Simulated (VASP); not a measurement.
BaTiO3:

```
CELL_PARAMETERS angstrom
2.77809 1.60393 2.34798
-2.77809 1.60393 2.34798
0.00000 -3.20786 2.34798
ATOMIC_POSITIONS crystal
Ba 0.99824 0.99824 0.99824
Ti 0.48711 0.48711 0.48711
O 0.50967 0.50967 0.01451
O 0.01451 0.50967 0.50967
O 0.50967 0.01451 0.50967
```

This cell differs from its parent crystal: epitaxial xy strain -2.2%.

Base run:

| Property | Result |
| --- | --- |
| Program | VASP 6.6.1 |
| Functional | r2SCAN |
| Potentials or basis | VASP PAW PBE potentials, release 64 (Ba_sv, Ti_sv, O_h) |
| Cutoff | 1480 eV |
| k mesh | 6 × 6 × 6 |
| Occupations | gaussian, width 0.01 eV |
| Spin | no spin polarisation |

Its results: band gap on the k mesh 2.66 eV (least direct gap 2.93 eV); pressure 7.4 GPa; largest force 0.109 eV/Å.

Problem. The run is repeated on the same cell with these changes: functional from r2SCAN to PBE; cutoff from 1480 eV to 1340 eV; occupations from gaussian, width 0.01 eV to fermi-dirac, width 0.02 eV. What comes out?

Solution. Band gap on the k mesh 2.26 eV (least direct gap 2.53 eV); pressure 10.2 GPa; largest force 0.091 eV/Å.

Caveats: spin-orbit coupling is left out, which moves the levels of the heavy elements; the stress differs along the axes, from 2 to 10 GPa (at least some runs); the PAW data sets were made with another functional, which shifts forces and pressure a little (at least some runs); the stress differs along the axes, from 5 to 13 GPa (at least some runs).

A k mesh can miss the band edges.
